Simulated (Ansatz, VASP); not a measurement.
## Two plane-wave programs on Mg

The input INCAR:

```
SYSTEM = Mg
PREC     = Accurate       ! precision mode
ENCUT    = 600            ! plane-wave cutoff, eV
EDIFF    = 1E-6           ! SCF threshold, eV
ISMEAR   = 0              ! smearing method
SIGMA    = 0.1            ! smearing width, eV
LREAL    = .FALSE.        ! projectors in reciprocal space
LASPH    = .TRUE.         ! aspherical terms in the spheres
NELM     = 100            ! most SCF steps
ALGO     = Normal         ! electronic algorithm
ISIF     = 3              ! what is computed and relaxed
LWAVE    = .FALSE.        ! write WAVECAR
LCHARG   = .FALSE.        ! write CHGCAR
GGA      = PE             ! functional
IBRION   = 2              ! ionic algorithm
NSW      = 90             ! ionic steps
EDIFFG   = -0.04          ! ionic threshold
```

The input KPOINTS:

```
regular mesh
0
G
  6 6 6
  0 0 0
```

File POSCAR:

```
Mg
1.0
    4.4948588000      0.0000000000      0.0000000000
   -2.2474294000      3.8926619100      0.0000000000
    0.0000000000      0.0000000000      2.7245897600
Mg
2
Direct
    0.3333333300      0.6666666700      0.0000000000
    0.6666666700      0.3333333300      0.0000000000
```

Input for Ansatz:

```yaml
crystal:
  lattice:
    - [4.4948588, 0.0, 0.0]
    - [-2.2474294, 3.89266191, 0.0]
    - [0.0, 0.0, 2.72458976]
  atoms:
    - { symbol: Mg, position: [0.33333333, 0.66666667, 0.0] }
    - { symbol: Mg, position: [0.66666667, 0.33333333, 0.0] }
basis:
  ecutwfc: 420
kpoints:
  mp_grid: { grid: [6, 6, 6] }
hamiltonian:
  xc: pbe
scf:
  occupations: { method: gaussian, width: 0.1 }
  lower_state_search: "off"
output:
  forces: true
  stress: true
  eigenvalues: true
relax:
  adjacent_minimum: "off"
  f_tol: 0.04
  max_steps: 70
  cell: { stress_tol: 0.4 }
```

Alike in both runs: task relaxation of cell and atoms; functional PBE; k mesh 6 × 6 × 6; occupations gaussian, width 0.1 eV; no spin polarisation.

|  | VASP | Ansatz |
| --- | --- | --- |
| version | VASP 6.6.1 | Ansatz 0.2.0 |
| potentials or method | VASP PAW PBE potentials, release 64 (Mg), cutoff 600 eV | scalar-relativistic, plane waves, PAW |
| valence electrons in the cell | 4 | 20 |

Ansatz gave:

```
gap on the k mesh at the Fermi level, each at its own relaxed structure (eV) : none
relaxed volume (Å³/atom)                                                     : 33.86
relaxed cell length with the largest relative difference (Å)                 : 5.159
```

**Question.** What did VASP give for the same quantities?

**Answer.** gap on the k mesh at the Fermi level, each at its own relaxed structure (eV): none; relaxed volume (Å³/atom): 34.39; relaxed cell length with the largest relative difference (Å): 5.186.

A gap of «none» marks a metal or a gap that the smearing closes. VASP's potentials hold 4 valence electrons a cell and Ansatz's 20, so a difference there can come from the potentials and not from the codes.

The k mesh is coarse, so the values compare programs but aren't converged. Noted on VASP's run: the volume moved by over 15 % at a fixed basis, so the end points are rough.
